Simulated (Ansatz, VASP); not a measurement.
**One calculation of Ta4Ge, two programs**

```
CELL_PARAMETERS angstrom
4.59358 0.00000 0.00000
-2.29679 3.97816 0.00000
0.00000 0.00000 5.57404
ATOMIC_POSITIONS crystal
Ta 0.33333 0.66667 0.25377
Ta 0.66667 0.33333 0.25377
Ta 0.66667 0.33333 0.74623
Ta 0.33333 0.66667 0.74623
Ge 0.00000 0.00000 0.00000
```

Alike in both runs: functional PBE; k mesh 5 × 5 × 2; occupations gaussian, width 0.2 eV; no spin polarisation.

Ansatz relaxed the structure, and its values are those at the end. VASP's run is a single point on that final structure, the one shown.

```csv
,VASP,Ansatz
version,VASP 6.6.1,Ansatz 0.2.0
potentials or method,"VASP PAW PBE potentials, release 64 (Ta_pv, Ge_d), cutoff 500 eV","scalar-relativistic, plane waves, PAW"
valence electrons in the cell,58,66
```

```csv
,VASP,Ansatz,Ansatz less VASP
gap on the k mesh at the Fermi level (eV),none,none,-
pressure (GPa),0.5,0.3,-0.19
rms of the force components (eV/Å),0.018,0.013,-0.0048
```

A gap of «none» marks a metal or a gap that the smearing closes. The functional is the same, so the differences come from potentials, cutoffs and numerics. VASP's potentials hold 58 valence electrons a cell and Ansatz's 66, so a difference there can come from the potentials and not from the codes.

The k mesh is coarse, so the values compare programs but aren't converged. Neither program's run includes spin-orbit coupling.
